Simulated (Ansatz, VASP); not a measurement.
## Two plane-wave programs on Ni

```
Ni
1.0
     2.44515    0.00000    0.00000
    -1.22257    2.11756    0.00000
     0.00000    0.00000    4.01776
Ni
2
Direct
  0.33333 0.66667 0.25000
  0.66667 0.33333 0.75000
```

Alike in both runs: functional PBEsol; k mesh 6 × 6 × 4; occupations gaussian, width 0.1 eV; collinear spin.

Ansatz relaxed the structure, and its values are those at the end. VASP's run is a single point on that final structure, the one shown.

```csv
,VASP,Ansatz
version,VASP 6.6.1,Ansatz 0.2.0
potentials or method,"VASP PAW PBE potentials, release 64 (Ni), cutoff 520 eV","scalar-relativistic, plane waves, PAW"
valence electrons in the cell,20,36
```

Ansatz gave:

```
gap on the k mesh at the Fermi level (eV)                     : none
pressure (GPa)                                                : 0.0
net moment per atom (μB)                                      : 0.67
size of the moment on the site where the two differ most (μB) : 0.70
```

Q: What did VASP give for the same quantities?

A: gap on the k mesh at the Fermi level (eV): none; pressure (GPa): -0.3; net moment per atom (μB): 0.65; size of the moment on the site where the two differ most (μB): 0.66.

VASP's potentials were made for PBE, not for PBEsol. Site moments also hang on the region over which each program counts them. A gap of «none» marks a metal or a gap that the smearing closes. The functional is the same, so the differences come from potentials, cutoffs and numerics. VASP's potentials hold 20 valence electrons a cell and Ansatz's 36, so a difference there can come from the potentials and not from the codes.

The k mesh is coarse, so the values compare programs but aren't converged.
